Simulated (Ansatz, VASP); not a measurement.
**Two plane-wave programs on HfSiO4**

The input INCAR:

```
PREC     = Accurate       # precision mode
ENCUT    = 600            # plane-wave cutoff, eV
EDIFF    = 1E-6           # SCF threshold, eV
ISMEAR   = -1             # smearing method
SIGMA    = 0.05           # smearing width, eV
LREAL    = F              # projectors in reciprocal space
LASPH    = T              # aspherical terms in the spheres
NELM     = 120            # most SCF steps
ALGO     = Normal         # electronic algorithm
ISIF     = 2              # what is computed and relaxed
LWAVE    = F              # write WAVECAR
LCHARG   = F              # write CHGCAR
GGA      = PS             # functional
NBANDS   = 50             # bands
GGA_COMPAT= F
```

File KPOINTS:

```
regular mesh
0
Gamma
  6 6 6
```

POSCAR

```
HfSiO4
1.0
   -3.2418357717      3.2418357717      2.9413031683
    3.2418357717     -3.2418357717      2.9413031683
    3.2418357717      3.2418357717     -2.9413031683
Hf Si O
2 2 8
Direct
    0.0000000000      0.0000000000      0.0000000000
    0.7500000000      0.2500000000      0.5000000000
    0.5000000000      0.5000000000      0.0000000000
    0.2500000000      0.7500000000      0.5000000000
    0.6802000000      0.4957000000      0.8155000000
    0.2457000000      0.9302000000      0.3155000000
    0.6802000000      0.8647000000      0.1845000000
    0.6147000000      0.9302000000      0.6845000000
    0.0698000000      0.3853000000      0.3155000000
    0.5043000000      0.3198000000      0.1845000000
    0.0698000000      0.7543000000      0.6845000000
    0.1353000000      0.3198000000      0.8155000000
```

Contents of input.yaml:

```yaml
crystal:
  lattice:
    - [-3.2418357717, 3.2418357717, 2.9413031683]
    - [3.2418357717, -3.2418357717, 2.9413031683]
    - [3.2418357717, 3.2418357717, -2.9413031683]
  atoms:
    - { symbol: Hf, position: [0.0, 0.0, 0.0] }
    - { symbol: Hf, position: [0.75, 0.25, 0.5] }
    - { symbol: Si, position: [0.5, 0.5, 0.0] }
    - { symbol: Si, position: [0.25, 0.75, 0.5] }
    - { symbol: O, position: [0.6802, 0.4957, 0.8155] }
    - { symbol: O, position: [0.2457, 0.9302, 0.3155] }
    - { symbol: O, position: [0.6802, 0.8647, 0.1845] }
    - { symbol: O, position: [0.6147, 0.9302, 0.6845] }
    - { symbol: O, position: [0.0698, 0.3853, 0.3155] }
    - { symbol: O, position: [0.5043, 0.3198, 0.1845] }
    - { symbol: O, position: [0.0698, 0.7543, 0.6845] }
    - { symbol: O, position: [0.1353, 0.3198, 0.8155] }
hamiltonian:
  xc: pbesol
  pseudopotentials: { kind: paw }
kpoints:
  mp_grid: { grid: [6, 6, 6] }
scf:
  occupations: { method: fermi_dirac, width: 0.05 }
output:
  forces: true
  stress: true
  eigenvalues: true
  write_density: true
  write_potential: true
  elf: true
  volumetric_format: npy
```

Alike in both runs: task single point; functional PBEsol; k mesh 6 × 6 × 6; occupations fermi-dirac, width 0.05 eV; no spin polarisation.

```csv
,VASP,Ansatz
version,VASP 6.6.1,Ansatz 0.2.0
potentials or method,"VASP PAW PBE potentials, release 64 (Hf_pv, Si, O)",Ansatz PAW
plane-wave cutoff (eV),600,420
valence electrons in the cell,76,108
```

Ansatz gave:

```
gap on the k mesh at the Fermi level (eV)                     : 5.55
least direct gap on the mesh (eV)                             : 5.94
pressure (GPa)                                                : 12.5
traceless stress, the component that is largest in VASP (GPa) : 1.38
rms of the force components (eV/Å)                            : 0.387
```

Q: Which values does VASP return?

A: gap on the k mesh at the Fermi level (eV): 5.51; least direct gap on the mesh (eV): 5.90; pressure (GPa): 10.8; traceless stress, the component that is largest in VASP (GPa): 1.71; rms of the force components (eV/Å): 0.504.

VASP's potentials were made for PBE, not for PBEsol. Atom by atom the forces differ by 0.118 eV/Å (rms over components). VASP's potentials hold 76 valence electrons a cell and Ansatz's 108, so a difference there can come from the potentials and not from the codes.

Neither program's run includes spin-orbit coupling.
